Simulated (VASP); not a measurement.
A run of VASP 6.6.1 is set up as follows.

INCAR

```
SYSTEM = In
  PREC = Accurate
  ENCUT = 600
  EDIFF = 1E-6
  ISMEAR = -1
  SIGMA = 0.1
  LREAL = .False.
  LASPH = .True.
  NELM = 60
  ALGO = Normal
  ISIF = 3
  LWAVE = .False.
  LCHARG = .False.
  IBRION = 2
  NSW = 80
  EDIFFG = -0.01
```

KPOINTS

```
Automatic mesh
0
Gamma
  10 10 10
  0 0 0
```

File POSCAR:

```
In
1.0
    3.0450626401      0.0000000000      0.0000000000
    0.0000000000      3.0450626401      0.0000000000
    0.0000000000      0.0000000000      3.0450626401
In
1
Direct
    0.0000000000      0.0000000000      0.0000000000
```

Potentials or basis: VASP PAW LDA potentials, release 64 (In_d).

The run is started by

```sh
$ cat potpaw_LDA.64/In_d/POTCAR > POTCAR
$ mpirun -np 1 vasp_std > vasp.out
```

Question: What does it give for the relaxed volume?

Answer: 26.34 Å³/atom.

Question: Estimate the space group after relaxing (to 0.05 Å).

Answer: Pm-3m (No. 221).

Question: Predict the relaxed cell.

Answer: a = 2.975 Å, b = 2.975 Å, c = 2.975 Å, α = 90.00°, β = 90.00°, γ = 90.00°.

The path:
```
step  energy change (eV)  largest force (eV/Å)  pressure (GPa)  volume (Å³)
   1              0.0000                0.0000           -2.69        28.24
   2             -0.0171                0.0000            0.00        26.34
```
